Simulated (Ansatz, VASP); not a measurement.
Al2O3 in VASP and in Ansatz

The input POSCAR:

```
Al2O3
1.0
    2.3793614130      1.3737249523      4.4615418082
   -2.3793614130      1.3737249523      4.4615418082
    0.0000000000     -2.7474499046      4.4615418082
Al O
4 6
Direct
    0.8511485239      0.8511485239      0.8511485239
    0.3511485239      0.3511485239      0.3511485239
    0.1488514761      0.1488514761      0.1488514761
    0.6488514761      0.6488514761      0.6488514761
    0.4431093499      0.0568906501      0.7500000000
    0.0568906501      0.7500000000      0.4431093499
    0.5568906501      0.9431093499      0.2500000000
    0.2500000000      0.5568906501      0.9431093499
    0.9431093499      0.2500000000      0.5568906501
    0.7500000000      0.4431093499      0.0568906501
```

Contents of INCAR.step1:

```
ALGO = Normal
EDIFF = 1E-4
ENCUT = 520
GGA = PE
ISMEAR = 0
LASPH = T
LCHARG = F
LREAL = F
LWAVE = T
NBANDS = 35
NELM = 100
PREC = Accurate
SIGMA = 0.01
```

The input INCAR.step2:

```
ALGO = Normal
EDIFF = 1E-7
ENCUT = 520
ISIF = 2
ISMEAR = 0
ISTART = 1
LASPH = T
LCHARG = F
LMIXTAU = T
LREAL = F
LWAVE = F
METAGGA = R2SCAN
NBANDS = 35
NELM = 100
PREC = Accurate
SIGMA = 0.01
```

KPOINTS

```
k-points
0
Gamma
  6 6 6
```

Input for Ansatz:

```yaml
crystal:
  lattice:
    - [2.379361413, 1.3737249523, 4.4615418082]
    - [-2.379361413, 1.3737249523, 4.4615418082]
    - [0.0, -2.7474499046, 4.4615418082]
  atoms:
    - { symbol: Al, position: [0.8511485239, 0.8511485239, 0.8511485239] }
    - { symbol: Al, position: [0.3511485239, 0.3511485239, 0.3511485239] }
    - { symbol: Al, position: [0.1488514761, 0.1488514761, 0.1488514761] }
    - { symbol: Al, position: [0.6488514761, 0.6488514761, 0.6488514761] }
    - { symbol: O, position: [0.4431093499, 0.0568906501, 0.75] }
    - { symbol: O, position: [0.0568906501, 0.75, 0.4431093499] }
    - { symbol: O, position: [0.5568906501, 0.9431093499, 0.25] }
    - { symbol: O, position: [0.25, 0.5568906501, 0.9431093499] }
    - { symbol: O, position: [0.9431093499, 0.25, 0.5568906501] }
    - { symbol: O, position: [0.75, 0.4431093499, 0.0568906501] }
kpoints:
  mp_grid: { grid: [6, 6, 6] }
  band_path:
    path:
      - [0.0, 0.0, 0.0]
      - [0.5, 0.5, 0.5]
      - [0.7662811645, 0.2337188355, 0.5]
      - [0.5, -0.2337188355, 0.2337188355]
      - [0.5, 0.0, 0.0]
      - [0.3668594178, -0.3668594178, 0.0]
      - [0.6331405822, 0.0, 0.3668594178]
      - [0.5, 0.0, 0.5]
      - [-0.072917, -0.072917, -0.010417]
    npoints: 1
hamiltonian:
  xc: r2scan
scf:
  occupations: { method: fixed }
  n_extra_bands: 6
output:
  forces: true
  stress: true
  eigenvalues: true
```

Change from the starting cell: uniaxial_z strain +3.0%.

Alike in both runs: task single point; functional r2SCAN; k mesh 6 × 6 × 6; no spin polarisation.

|  | VASP | Ansatz |
| --- | --- | --- |
| version | VASP 6.6.1 | Ansatz 0.2.0 |
| potentials or method | VASP PAW PBE potentials, release 64 (Al, O) | plane waves, PAW |
| plane-wave cutoff (eV) | 520 | 500 |
| occupations | gaussian, width 0.01 eV | fixed |
| valence electrons in the cell | 48 | 48 |

Ansatz gave:

| Item | Value |
| --- | --- |
| gap on the k mesh at the Fermi level (eV) | 6.73 |
| pressure (GPa) | -6.9 |
| traceless stress, the component that is largest in VASP (GPa) | -7.56 |
| rms of the force components (eV/Å) | 0.001 |

Q: What did VASP give for the same quantities?

A: gap on the k mesh at the Fermi level (eV): 6.75; pressure (GPa): -7.4; traceless stress, the component that is largest in VASP (GPa): -7.63; rms of the force components (eV/Å): 0.008.

VASP's potentials were made for PBE, not for r2SCAN. Atom by atom the forces differ by 0.009 eV/Å (rms over components).
